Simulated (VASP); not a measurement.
# Al (P6_3/mmc) in VASP: notebook

The runs below take Al through single point, with LDA, PBEsol.

Everything below comes from runs of VASP 6.6.1. Logs are shortened: lines on timing, memory, paths and dates and some standing lists are left out, and cuts for length are marked.

**1. The cell of the first run**

It takes space group P6_3/mmc (No. 194, hexagonal). Conventional cell: a = 2.755 Å, b = 2.755 Å, c = 4.767 Å, α = 90.00°, β = 90.00°, γ = 120.00°. Within 3.6 Å of Al (site symmetry -6m2) lie 12 Al at 2.76 to 2.87 Å.

**2. Single point, LDA (volume scaled by 0.94)**

INCAR reads:

```
ALGO = Fast
EDIFF = 1E-7
ENCUT = 520
ISIF = 2
ISMEAR = -1
LASPH = T
LCHARG = F
LREAL = F
LWAVE = F
NBANDS = 10
NELM = 100
PREC = Accurate
SIGMA = 0.05
```

KPOINTS reads:

```
k-points
0
Gamma
  11 11 6
```

POSCAR reads:

```
Al
1.0
    2.7550421937      0.0000000000      0.0000000000
   -1.3775210968      2.3859365282      0.0000000000
    0.0000000000      0.0000000000      4.7674986532
Al
2
Direct
    0.3333333333      0.6666666667      0.2500000000
    0.6666666667      0.3333333333      0.7500000000
```

Potentials or basis: VASP PAW LDA potentials, release 64 (Al).

Started as:

```
cat potpaw_LDA.64/Al/POTCAR > POTCAR
mpirun -np 1 vasp_std > vasp.out
```

OUTCAR:

```text
EDIFF = 1E-7
   ENCUT = 520
   ISIF = 2
   ISMEAR = -1
   LASPH = T
   LREAL = F
   NELM = 100
   PREC = Accurate

 ion  position               nearest neighbor table
   1  0.333  0.667  0.250-   2 2.87   2 2.87   2 2.87   2 2.87   2 2.87   2 2.87
   2  0.667  0.333  0.750-   1 2.87   1 2.87   1 2.87   1 2.87   1 2.87   1 2.87

  LATTYP: Found a hexagonal cell.
 ALAT       =     2.7550421937
 C/A-ratio  =     1.7304630267

  Lattice vectors:

 A1 = (   2.7550421937,   0.0000000000,   0.0000000000)
 A2 = (  -1.3775210968,   2.3859365282,   0.0000000000)
 A3 = (   0.0000000000,   0.0000000000,   4.7674986532)

Analysis of symmetry for initial positions (statically):
=====================================================================
 Subroutine PRICEL returns:
 Original cell was already a primitive cell.

 Routine SETGRP: Setting up the symmetry group for a
 hexagonal supercell.

 Subroutine GETGRP returns: Found 24 space group operations
 (whereof 12 operations were pure point group operations)
 out of a pool of 24 trial point group operations.

The static configuration has the point symmetry D_3d.
 The point group associated with its full space group is D_6h.

Analysis of symmetry for dynamics (positions and initial velocities):
=====================================================================
 Subroutine PRICEL returns:
 Original cell was already a primitive cell.

 Routine SETGRP: Setting up the symmetry group for a
 hexagonal supercell.

 Subroutine GETGRP returns: Found 24 space group operations
 (whereof 12 operations were pure point group operations)
 out of a pool of 24 trial point group operations.

The dynamic configuration has the point symmetry D_3d.
 The point group associated with its full space group is D_6h.

 Subroutine INISYM returns: Found 24 space group operations
 (whereof 12 operations are pure point group operations),
 and found     1 'primitive' translations

----------------------------------------------------------------------------------------

                                     Primitive cell

  volume of cell :      31.3385

  direct lattice vectors                    reciprocal lattice vectors
     2.755042194  0.000000000  0.000000000     0.362970848  0.209561317  0.000000000
    -1.377521097  2.385936528  0.000000000     0.000000000  0.419122633  0.000000000
     0.000000000  0.000000000  4.767498653     0.000000000  0.000000000  0.209753599

  length of vectors
     2.755042194  2.755042194  4.767498653     0.419122633  0.419122633  0.209753599

  position of ions in fractional coordinates (direct lattice)
     0.333333333  0.666666667  0.250000000
     0.666666667  0.333333333  0.750000000

  ion indices of the primitive-cell ions
   primitive index   ion index
                 1           1
                 2           2

----------------------------------------------------------------------------------------

 KPOINTS: k-points

Automatic generation of k-mesh.
 Grid dimensions read from file:
 generate k-points for:   11   11    6

 Generating k-lattice:

  Cartesian coordinates                     Fractional coordinates (reciprocal lattice)
     0.032997350  0.019051029  0.000000000     0.090909091 -0.000000000  0.000000000
     0.000000000  0.038102058  0.000000000     0.000000000  0.090909091  0.000000000
     0.000000000  0.000000000  0.034958933     0.000000000  0.000000000  0.166666667

  Length of vectors
     0.038102058  0.038102058  0.034958933

  Shift w.r.t. Gamma in fractional coordinates (k-lattice)
     0.000000000  0.000000000  0.000000000

 Subroutine IBZKPT returns following result:
 ===========================================

 Found     64 irreducible k-points:

 Following reciprocal coordinates:
            Coordinates               Weight
  0.000000  0.000000  0.000000      1.000000
  0.090909  0.000000  0.000000      6.000000
  0.181818  0.000000  0.000000      6.000000
  0.272727  0.000000  0.000000      6.000000
  0.363636  0.000000  0.000000      6.000000
  0.454545  0.000000  0.000000      6.000000
[... 16 lines left out ...]
  0.090909  0.090909  0.166667     12.000000
  0.181818  0.090909  0.166667     24.000000
 [... further k-points ...]
   k-points           NKPTS =     64   k-points in BZ     NKDIM =     64   number of bands    NBANDS=     10
   number of dos      NEDOS =    301   number of ions     NIONS =      2
   total plane-waves  NPLWV =  14400
   dimension x,y,z NGX =    20 NGY =   20 NGZ =   36
   dimension x,y,z NGXF=    40 NGYF=   40 NGZF=   72
   ions per type =               2
   NGX,Y,Z   is equivalent  to a cutoff of  12.07, 12.07, 12.55 a.u.
   NGXF,Y,Z  is equivalent  to a cutoff of  24.14, 24.14, 25.11 a.u.
 SYSTEM =  unknown system
   PREC   = accura    normal or accurate (medium, high low for compatibility)
   ISTART =      0    job   : 0-new  1-cont  2-samecut
   ICHARG =      2    charge: 1-file 2-atom 10-const
   ISPIN  =      1    spin polarized calculation?
   LNONCOLLINEAR =      F non collinear calculations
   LSORBIT =      F    spin-orbit coupling
   LASPH  =      T    aspherical Exc in radial PAW
   ENCUT  =  520.0 eV  38.22 Ry    6.18 a.u.   5.12  5.12  8.86*2*pi/ulx,y,z
   NELM   =    100;   NELMIN=  2; NELMDL= -5     # of ELM steps
   EDIFF  = 0.1E-06   stopping-criterion for ELM
   LREAL  =      F    real-space projection
   EDIFFG = 0.1E-05   stopping-criterion for IOM
   NSW    =      0    number of steps for IOM
   IBRION =     -1    ionic relax: 0-MD 1-quasi-New 2-CG
   NFREE  =      0    steps in history (QN), initial steepest desc. (CG)
   ISIF   =      2    stress and relaxation
   ISYM   =      2    0-nonsym 1-usesym 2-fastsym
   POTIM  = 0.5000    time-step for ionic-motion
   TEBEG  =    0.0;   TEEND  =   0.0 temperature during run
   PSTRESS=    0.0 pullay stress
   NELECT =       6.0000    total number of electrons
   NUPDOWN=      -1.0000    fix difference up-down
   EMIN   =  10.00;   EMAX   =-10.00  energy-range for DOS
   EFERMI =   0.00;   METHOD = LEGACY
   ISMEAR =    -1;   SIGMA  =   0.05  broadening in eV -4-tet -1-fermi 0-gaus
   EFERMI_NEDOS =   21; number of points for ismear=-14 and -15
   IALGO  =     68    algorithm
   IMIX   =      4    mixing-type and parameters
     AMIX     =   0.40;   BMIX     =  1.00
     AMIX_MAG =   1.60;   BMIX_MAG =  1.00
  volume/ion in A,a.u.               =      15.67       105.74
  Fermi-wavevector in a.u.,A,eV,Ry     =   0.943552  1.783055 12.113145  0.890291
  Thomas-Fermi vector in A             =   2.071271
   LORBIT       =      0    0 simple, 1 ext, 2 COOP (PROOUT), +10 PAW based schemes
   GGA     = CA    functional components
   LHFCALC =     F    Hartree Fock is set to
   AEXX    =    0.0000 exact exchange contribution
   IVDW    =     0    specifies the selected vdW correction
   LEPSILON=     F    determine dielectric tensor
   LRPA    =     F    only Hartree local field effects (RPA)
 non-spin polarized calculation
 RMM-DIIS sequential band-by-band and
  energy-cutoff  :      520.00
  volume of cell :       31.34
 maximum number of plane-waves:       858
   NGX = 11   NGY = 11   NGZ = 17

 number of electron       6.0000000 magnetization

 Free energy of the ion-electron system (eV)
  ---------------------------------------------------
  ext. energy  EPLUGINS =         0.00000000
  ---------------------------------------------------
  free energy    TOTEN  =        -8.31883398 eV

  energy without entropy =       -8.31466980  energy(sigma->0) =       -8.31675189

 E-fermi :   8.3632     XC(G=0): -10.5353

 val. band max:        8.3440581555   @ k =   0.4545   0.0000   0.0000
 cond. band min:       8.5075031625   @ k =   0.3636   0.0909   0.3333
 fundamental gap:      0.1634450070
 Fermi energy:         8.3632305928

 k-point     1 :       0.0000    0.0000    0.0000
  band No.  band energies     occupation
      1      -3.1275      2.00000
      2       3.1530      2.00000
      3       3.2858      2.00000
      4      19.7408      0.00000
      5      20.1970      0.00000
      6      20.1970      0.00000
      7      20.3097      0.00000
      8      20.3097      0.00000
      9      21.2355      0.00000
     10      23.6264      0.00000

 k-point     2 :       0.0909    0.0000    0.0000
  band No.  band energies     occupation
      1      -2.9133      2.00000
      2       3.3620      2.00000
      3       3.4847      2.00000
      4      16.9655      0.00000
      5      18.4615      0.00000
      6      19.3842      0.00000
      7      20.7425      0.00000
      8      21.3317      0.00000
      9      22.3066      0.00000
     10      22.7521      0.00000

 k-point     3 :       0.1818    0.0000    0.0000
  band No.  band energies     occupation
      1      -2.2730      2.00000
      2       3.9823      2.00000
      3       4.0817      2.00000
      4      13.4282      0.00000
      5      17.0285      0.00000
      6      17.8713      0.00000
      7      19.2641      0.00000
      8      19.3485      0.00000
      9      21.8545      0.00000
     10      21.9847      0.00000

 k-point     4 :       0.2727    0.0000    0.0000
  band No.  band energies     occupation
      1      -1.2129      2.00000
      2       4.9845      2.00000
      3       5.0767      2.00000
      4      10.1477      0.00000
      5      15.4699      0.00000
      6      15.9566      0.00000
      7      16.0755      0.00000
      8      17.8287      0.00000
      9      21.1230      0.00000
     10      21.7920      0.00000
[... 222 lines left out ...]
 k-point    22 :       0.4545    0.0000    0.1667
  band No.  band energies     occupation
      1       2.2886      2.00000
      2       4.4703      2.00000
      3       6.5214      2.00000
      4       8.5957      0.01896
      5      10.5714      0.00000
      6      12.5974      0.00000
      7      15.0394      0.00000
      8      16.6588      0.00000
      9      18.6872      0.00000
     10      20.4179      0.00000

 k-point    23 :       0.0909    0.0909    0.1667
  band No.  band energies     occupation
      1      -2.3067      2.00000
      2       1.9289      2.00000
      3       6.0443      2.00000
      4      15.2823      0.00000
      5      15.5701      0.00000
      6      17.8051      0.00000
      7      19.3296      0.00000
      8      19.3610      0.00000
      9      21.8398      0.00000
     10      22.1726      0.00000

 k-point    24 :       0.1818    0.0909    0.1667
  band No.  band energies     occupation
      1      -1.4576      2.00000
      2       2.7499      2.00000
      3       6.8243      2.00000
      4      12.0357      0.00000
      5      14.0639      0.00000
      6      16.0257      0.00000
      7      17.8760      0.00000
      8      18.6046      0.00000
      9      19.9023      0.00000
     10      21.3568      0.00000

 [... further k-points ...]
[... 5 lines left out ...]
  --------------------------------------------------------------------------------------
  -------------------------------------------------------------------------------------
  Total        0.7489273      0.7489273     -0.3721664      0.0000000     -0.0000000      0.0000000
  in kB       38.2888692     38.2888692    -19.0269893      0.0000000     -0.0000000      0.0000000
  external PRESSURE =      19.1835830 kB  Pullay stress =       0.0000000 kB

 VOLUME and BASIS-vectors are now :
 -----------------------------------------------------------------------------
  energy-cutoff  :      520.00
  volume of cell :       31.34
      direct lattice vectors                 reciprocal lattice vectors
     2.755042194  0.000000000  0.000000000     0.362970848  0.209561317  0.000000000
    -1.377521097  2.385936528  0.000000000     0.000000000  0.419122633  0.000000000
     0.000000000  0.000000000  4.767498653     0.000000000  0.000000000  0.209753599

 POSITION                                       TOTAL-FORCE (eV/Angst)
 -----------------------------------------------------------------------------------
     -0.00000      1.59062      1.19187        -0.000000      0.000000      0.000000
      1.37752      0.79531      3.57562         0.000000      0.000000      0.000000
 -----------------------------------------------------------------------------------
    total drift:                                0.000000     -0.000000      0.000000

  FREE ENERGIE OF THE ION-ELECTRON SYSTEM (eV)
  ---------------------------------------------------
  free  energy   TOTEN  =        -8.3188339783 eV

  energy  without entropy=       -8.3146698027  energy(sigma->0) =       -8.31675189
```

Wall time 12 s (1 thread of AMD EPYC 7R13 (Zen 3), shared host); peak memory 0.1 GiB.

Results:

* Free energy: -8.3188 eV
* Pressure: 1.9 GPa
* Band gap on the k mesh: zero (band 3 reaches 11.89 eV, above the bottom of band 4 at 5.34 eV)

Stress tensor (GPa, compression positive):
```
 3.83  0.00  0.00
 0.00  3.83  0.00
 0.00  0.00 -1.90
```

Levels at points of the mesh, in eV from the Fermi level:
```tsv
k point	band 1	band 2	band 3	band 4	band 5	band 6	band 7	band 8
(0.00, 0.00, 0.00)	-11.49	-5.21	-5.08	11.38	11.83	11.83	11.95	11.95
(0.00, 0.00, 0.50)	-9.88	-9.88	2.43	2.43	12.77	12.77	12.77	12.77
```

**3. Single point, PBEsol (volume scaled by 0.94)**

INCAR reads:

```
SYSTEM = Al
PREC = Accurate ; ENCUT = 520
EDIFF = 1E-6 ; ISMEAR = -1
SIGMA = 0.05 ; LREAL = .FALSE.
LASPH = .TRUE. ; NELM = 100
ALGO = Normal ; ISIF = 2
LWAVE = .FALSE. ; LCHARG = .FALSE.
GGA = PS ; NBANDS = 10
```

KPOINTS reads:

```
Automatic mesh
0
G
  11 11 6
  0 0 0
```

POSCAR is that of step 2.

Potentials or basis: VASP PAW PBE potentials, release 64 (Al).

Started as:

```
cat potpaw_PBE.64/Al/POTCAR > POTCAR
mpirun -np 1 vasp_std > vasp.out
```

Wall time 9.8 s (1 thread of AMD EPYC 7R13 (Zen 3), shared host); peak memory 0.11 GiB.

It converged, with:

```yaml
Free_energy: -8.1079 eV
Pressure: 4.0 GPa
Band_gap_on_the_k_mesh: zero (band 3 reaches 12.05 eV, above the bottom of band 4 at 5.50 eV)
```

Stress tensor (GPa, compression positive):
```
 6.19  0.00  0.00
 0.00  6.19  0.00
 0.00  0.00 -0.37
```

Levels at points of the mesh, in eV from the Fermi level:
| k point | band 1 | band 2 | band 3 | band 4 | band 5 | band 6 | band 7 | band 8 |
| --- | --- | --- | --- | --- | --- | --- | --- | --- |
| (0.00, 0.00, 0.00) | -11.53 | -5.20 | -5.13 | 11.38 | 11.94 | 11.94 | 11.97 | 11.97 |
| (0.00, 0.00, 0.50) | -9.91 | -9.91 | 2.43 | 2.43 | 12.80 | 12.80 | 12.80 | 12.80 |

Caveat: the PAW data sets were made with another functional, which shifts forces and pressure a little.

**4. Single point, LDA (volume scaled by 0.98)**

INCAR reads:

```
PREC = Accurate
ENCUT = 520
EDIFF = 1E-7
ISMEAR = -1
SIGMA = 0.05
LREAL = F
LASPH = T
NELM = 100
ALGO = Normal
ISIF = 2
LWAVE = F
LCHARG = F
NBANDS = 10
```

KPOINTS reads:

```
regular mesh
0
Gamma
  11 11 6
```

POSCAR reads:

```
Al
1.0
    2.7935792435      0.0000000000      0.0000000000
   -1.3967896217      2.4193105923      0.0000000000
    0.0000000000      0.0000000000      4.8341855930
Al
2
Direct
    0.3333333333      0.6666666667      0.2500000000
    0.6666666667      0.3333333333      0.7500000000
```

Potentials or basis: VASP PAW LDA potentials, release 64 (Al).

Started as:

```
cat potpaw_LDA.64/Al/POTCAR > POTCAR
mpirun -np 1 vasp_std > vasp.out
```

It took 12 s on 1 thread of AMD EPYC 7R13 (Zen 3), shared host; peak memory 0.11 GiB.

The run converged. Its results:

| Property | Result |
| --- | --- |
| Free energy | -8.3200 eV |
| Pressure | -1.5 GPa |
| Band gap on the k mesh | zero (band 3 reaches 11.38 eV, above the bottom of band 4 at 4.93 eV) |

Stress tensor (GPa, compression positive):
```
-0.03  0.00  0.00
 0.00 -0.03  0.00
 0.00  0.00 -4.49
```

Levels at points of the mesh, in eV from the Fermi level:
| k point | band 1 | band 2 | band 3 | band 4 | band 5 | band 6 | band 7 |
| --- | --- | --- | --- | --- | --- | --- | --- |
| (0.00, 0.00, 0.00) | -11.19 | -5.13 | -4.89 | 11.20 | 11.47 | 11.47 | 11.70 |
| (0.00, 0.00, 0.50) | -9.62 | -9.62 | 2.38 | 2.38 | 12.52 | 12.52 | 12.52 |

**5. Single point, LDA (volume scaled by 1.04)**

INCAR reads:

```
PREC = Accurate
ENCUT = 520
EDIFF = 1E-6
ISMEAR = -1
SIGMA = 0.05
LREAL = False
LASPH = True
NELM = 60
ALGO = Normal
ISIF = 2
LWAVE = False
LCHARG = True
GGA = CA
LELF = True
LVHAR = True
NBANDS = 10
```

KPOINTS reads:

```
Automatic mesh
0
Gamma
  11 11 6
```

POSCAR reads:

```
Al
1.0
    2.8494655872      0.0000000000      0.0000000000
   -1.4247327935      2.4677095857      0.0000000000
    0.0000000000      0.0000000000      4.9308948445
Al
2
Direct
    0.3333333333      0.6666666667      0.2500000000
    0.6666666667      0.3333333333      0.7500000000
```

Started as:

```
cat potpaw_LDA.64/Al/POTCAR > POTCAR
mpirun -np 1 vasp_std > vasp.out
```

Wall time 14 s (1 thread of AMD EPYC 7R13 (Zen 3), shared host); peak memory 0.11 GiB.

It converged, with:

```yaml
Free_energy: -8.2755 eV
Pressure: -5.4 GPa
Band_gap_on_the_k_mesh: zero (band 3 reaches 10.68 eV, above the bottom of band 4 at 4.38 eV)
```

Stress tensor (GPa, compression positive):
```
-4.32  0.00  0.00
 0.00 -4.32  0.00
 0.00  0.00 -7.56
```

Levels at points of the mesh, in eV from the Fermi level:
| k point | band 1 | band 2 | band 3 | band 4 | band 5 | band 6 | band 7 | band 8 |
| --- | --- | --- | --- | --- | --- | --- | --- | --- |
| (0.00, 0.00, 0.00) | -10.79 | -5.04 | -4.63 | 10.94 | 10.94 | 10.94 | 11.35 | 11.35 |
| (0.00, 0.00, 0.50) | -9.28 | -9.28 | 2.30 | 2.30 | 12.10 | 12.10 | 12.10 | 12.10 |

**6. Single point, PBEsol (volume scaled by 1.06)**

INCAR reads:

```
SYSTEM = Al
PREC = Accurate
ENCUT = 520
EDIFF = 1E-6
ISMEAR = -1
SIGMA = 0.05
LREAL = .FALSE.
LASPH = .TRUE.
NELM = 60
ALGO = Normal
ISIF = 2
LWAVE = .FALSE.
LCHARG = .FALSE.
GGA = PS
NBANDS = 10
```

KPOINTS reads:

```
Automatic mesh
0
G
  11 11 6
  0 0 0
```

POSCAR reads:

```
Al
1.0
    2.8676155389      0.0000000000      0.0000000000
   -1.4338077694      2.4834279049      0.0000000000
    0.0000000000      0.0000000000      4.9623026648
Al
2
Direct
    0.3333333333      0.6666666667      0.2500000000
    0.6666666667      0.3333333333      0.7500000000
```

Potentials or basis: VASP PAW PBE potentials, release 64 (Al).

Started as:

```
cat potpaw_PBE.64/Al/POTCAR > POTCAR
mpirun -np 1 vasp_std > vasp.out
```

Wall time 14 s (1 thread of AMD EPYC 7R13 (Zen 3), shared host); peak memory 0.13 GiB.

The run converged. Its results:

- Free energy: -8.0823 eV
- Pressure: -5.1 GPa
- Band gap on the k mesh: zero (band 3 reaches 10.62 eV, above the bottom of band 4 at 4.37 eV)

Stress tensor (GPa, compression positive):
```
-3.94  0.00  0.00
 0.00 -3.94  0.00
 0.00  0.00 -7.35
```

Levels at points of the mesh, in eV from the Fermi level:
```tsv
k point	band 1	band 2	band 3	band 4	band 5	band 6
(0.00, 0.00, 0.00)	-10.69	-4.98	-4.60	10.86	10.89	10.89
(0.00, 0.00, 0.50)	-9.19	-9.19	2.28	2.28	12.04	12.04
```

Caveat: the PAW data sets were made with another functional, which shifts forces and pressure a little.

**7. Summary**

```csv
level,potentials or basis,cell,gap on the mesh (eV),pressure (GPa)
LDA,"VASP PAW LDA potentials, release 64 (Al)","a = 2.755, b = 2.755, c = 4.767 Å, angles 90.0, 90.0, 120.0°, 2 atoms",none,1.9
PBEsol,"VASP PAW PBE potentials, release 64 (Al)","a = 2.755, b = 2.755, c = 4.767 Å, angles 90.0, 90.0, 120.0°, 2 atoms",none,4.0
LDA,"VASP PAW LDA potentials, release 64 (Al)","a = 2.794, b = 2.794, c = 4.834 Å, angles 90.0, 90.0, 120.0°, 2 atoms",none,-1.5
LDA,"VASP PAW LDA potentials, release 64 (Al)","a = 2.849, b = 2.849, c = 4.931 Å, angles 90.0, 90.0, 120.0°, 2 atoms",none,-5.4
PBEsol,"VASP PAW PBE potentials, release 64 (Al)","a = 2.868, b = 2.868, c = 4.962 Å, angles 90.0, 90.0, 120.0°, 2 atoms",none,-5.1
```

Alike in all rows: task single point; no spin polarisation; k mesh 11 × 11 × 6; cutoff (eV) 520; smearing fermi-dirac 0.05 eV.

Caveats: the PAW data sets were made with another functional, which shifts forces and pressure a little (some runs).

Total energies depend on the potentials used, so only differences within one code and one set of settings carry meaning.
